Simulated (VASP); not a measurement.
A run of VASP 6.6.1 is set up as follows.

The input POSCAR:

```
TlBr
1.0
    3.9451843068      0.0000000000      0.0000000000
    0.0000000000      3.9451843068      0.0000000000
    0.0000000000      0.0000000000      3.9451843068
Tl Br
1 1
Direct
    0.0000000000      0.0000000000      0.0000000000
    0.5000000000      0.5000000000      0.5000000000
```

File INCAR.step1:

```
SYSTEM = TlBr
ALGO = Normal ; EDIFF = 1E-5
ENCUT = 550 ; GGA = PE
GGA_COMPAT = .FALSE. ; ISMEAR = 0
LASPH = .TRUE. ; LCHARG = .FALSE.
LREAL = .FALSE. ; LWAVE = .TRUE.
NBANDS = 17 ; NELM = 120
PREC = Accurate ; SIGMA = 0.01
```

The input INCAR.step2:

```
SYSTEM = TlBr
ALGO = Normal ; EDIFF = 1E-6
ENCUT = 550 ; GGA_COMPAT = .FALSE.
ISIF = 2 ; ISMEAR = 0
ISTART = 1 ; LASPH = .TRUE.
LCHARG = .TRUE. ; LELF = .TRUE.
LMIXTAU = .TRUE. ; LREAL = .FALSE.
LVHAR = .TRUE. ; LWAVE = .FALSE.
METAGGA = R2SCAN ; NBANDS = 17
NELM = 120 ; PREC = Accurate
SIGMA = 0.01
```

File KPOINTS:

```
k-points
0
G
  4 4 4
  0 0 0
```

Potentials or basis: VASP PAW PBE potentials, release 64 (Tl_d, Br).

Launch:

```sh
$ cat potpaw_PBE.64/Tl_d/POTCAR potpaw_PBE.64/Br/POTCAR > POTCAR
$ cp INCAR.step1 INCAR
$ mpirun -np 1 vasp_std > vasp.out
$ cp INCAR.step2 INCAR
$ mpirun -np 1 vasp_std > vasp.out
```

(1) Predict the pressure.

(2) Estimate the band gap on the k mesh.

Results:

(1) 1.1 GPa.

(2) 2.23 eV, direct.

Caveat: the PAW data sets were made with another functional, which shifts forces and pressure a little; spin-orbit coupling is left out, which moves the levels of the heavy elements.
